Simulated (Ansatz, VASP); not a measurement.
# Two plane-wave programs on ZnO

File INCAR:

```
SYSTEM = ZnO
PREC = Accurate ; ENCUT = 520
EDIFF = 1E-7 ; ISMEAR = -1
SIGMA = 0.05 ; LREAL = .False.
LASPH = .True. ; NELM = 100
ALGO = Normal ; ISIF = 2
LWAVE = .False. ; LCHARG = .False.
NBANDS = 26
```

KPOINTS

```
Automatic mesh
0
Gamma
  9 9 4
  0 0 0
```

File POSCAR:

```
ZnO
1.0
    3.3524534747      0.0000000000      0.0000000000
   -1.6762267373      2.9033098741      0.0000000000
    0.0000000000      0.0000000000      7.2702894300
Zn O
2 2
Direct
    0.0000000000      0.0000000000      0.2500000000
    0.0000000000      0.0000000000      0.7500000000
    0.6666666667      0.3333333333      0.7500000000
    0.3333333333      0.6666666667      0.2500000000
```

File input.yaml:

```yaml
crystal:
  lattice:
    - [3.3524534747, 0.0, 0.0]
    - [-1.6762267373, 2.9033098741, 0.0]
    - [0.0, 0.0, 7.27028943]
  atoms:
    - { symbol: Zn, position: [0.0, 0.0, 0.25] }
    - { symbol: Zn, position: [0.0, 0.0, 0.75] }
    - { symbol: O, position: [0.6666666667, 0.3333333333, 0.75] }
    - { symbol: O, position: [0.3333333333, 0.6666666667, 0.25] }
hamiltonian:
  xc: lda
  pseudopotentials: { kind: paw }
kpoints:
  mp_grid: { grid: [9, 9, 4] }
scf:
  occupations: { method: fermi_dirac, width: 0.05 }
output:
  forces: true
  stress: true
  eigenvalues: true
```

Alike in both runs: task single point; functional LDA; k mesh 9 × 9 × 4; occupations fermi-dirac, width 0.05 eV; no spin polarisation.

|  | VASP | Ansatz |
| --- | --- | --- |
| version | VASP 6.6.1 | Ansatz 0.2.0 |
| potentials or method | VASP PAW LDA potentials, release 64 (Zn, O) | Ansatz PAW |
| plane-wave cutoff (eV) | 520 | 420 |
| valence electrons in the cell | 36 | 36 |

```tsv
	VASP	Ansatz	Ansatz less VASP
gap on the k mesh at the Fermi level (eV)	0.75	0.74	-0.010
least direct gap on the mesh (eV)	0.75	0.74	-0.010
pressure (GPa)	-11.4	-11.9	-0.56
traceless stress, the component that is largest in VASP (GPa)	9.60	10.28	+0.673
```

LDA's correlation is that of Perdew and Zunger in VASP and of Perdew and Wang (1992) in Ansatz.

Noted on Ansatz's run: odd divisions of the mesh miss points on the zone boundary, where band edges often lie, so the gap on the mesh can be too wide.
